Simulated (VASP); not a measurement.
TaAg2Br6, 9 atoms in the cell. Symmetry: Fm-3m, No. 225, cubic system. The conventional cell has a = 10.046 Å, b = 10.046 Å, c = 10.046 Å, α = 90.00°, β = 90.00°, γ = 90.00°. Within 3.2 Å of Ta (site symmetry m-3m) lie 6 Br at 2.42 Å. Ag (site symmetry -43m) has 12 Br at 3.55 Å and 4 Ta at 4.35 Å within 4.7 Å. Within 3.2 Å of Br (site symmetry 4mm) lie 1 Ta at 2.42 Å. 

| Item | Value |
| --- | --- |
| Program | VASP 6.6.1 |
| Task | single point |
| Functional | PBE |
| Potentials or basis | VASP PAW PBE potentials, release 64 (Ta_pv, Ag, Br) |
| Cutoff | 520 eV |
| k mesh | 4 × 4 × 4 |
| Occupations | gaussian, width 0.1 eV |
| Spin | collinear spin |
| Starting moments | [1.0, 1.0, 1.0, 0.0, 0.0, 0.0, 0.0, 0.0, 0.0] μB |
| Dipole correction | no |
| Further INCAR settings | ALGO = Normal; EDIFF = 1e-06; NBANDS = 52 |

Potentials or basis: VASP PAW PBE potentials, release 64 (Ta_pv, Ag, Br).

Run with:

```sh
$ cat potpaw_PBE.64/Ta_pv/POTCAR potpaw_PBE.64/Ag/POTCAR potpaw_PBE.64/Br/POTCAR > POTCAR
$ mpirun -np 1 vasp_std > vasp.out
```

Hardware: 1 thread of Intel(R) Xeon(R) 6975P-C (Granite Rapids) (shared host).

Question: Estimate the wall time of this run.

Answer: Wall time 3.2 min on 1 thread of Intel(R) Xeon(R) 6975P-C (Granite Rapids), on a shared host, peak memory 0.57 GiB. Counts: scf iterations 15, k points 8.
